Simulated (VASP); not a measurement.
A run of VASP 6.6.1:

INCAR

```
PREC     = Accurate       # precision mode
ENCUT    = 600            # plane-wave cutoff, eV
EDIFF    = 1E-7           # SCF threshold, eV
ISMEAR   = 0              # smearing method
SIGMA    = 0.1            # smearing width, eV
LREAL    = F              # projectors in reciprocal space
LASPH    = T              # aspherical terms in the spheres
NELM     = 60             # most SCF steps
ALGO     = Normal         # electronic algorithm
ISIF     = 3              # what is computed and relaxed
LWAVE    = F              # write WAVECAR
LCHARG   = F              # write CHGCAR
GGA      = PE             # functional
IBRION   = 2              # ionic algorithm
NSW      = 80             # ionic steps
EDIFFG   = -0.01          # ionic threshold
PSTRESS  = 50.0
```

File KPOINTS:

```
regular mesh
0
Gamma
  11 11 11
```

Contents of POSCAR:

```
Au
1.0
    1.6150000000      1.6150000000      1.6150000000
   -1.6150000000      1.6150000000      1.6150000000
   -1.6150000000     -1.6150000000      1.6150000000
Au
1
Direct
    0.0000000000      0.0000000000      0.0000000000
```

Potentials or basis: VASP PAW PBE potentials, release 64 (Au).

Launch:

```sh
$ cat potpaw_PBE.64/Au/POTCAR > POTCAR
$ mpirun -np 1 vasp_std > vasp.out
```

Hardware: 1 thread of AMD EPYC 9R45 96-Core Processor (Zen 5), on a shared host.

**Question.** How long does it take, and how much memory?

**Answer.** Run time: 16 s on 1 thread of AMD EPYC 9R45 96-Core Processor (Zen 5), on a shared host, peak memory 0.13 GiB. Counts: scf iterations 32, k points 56, ion steps 4.
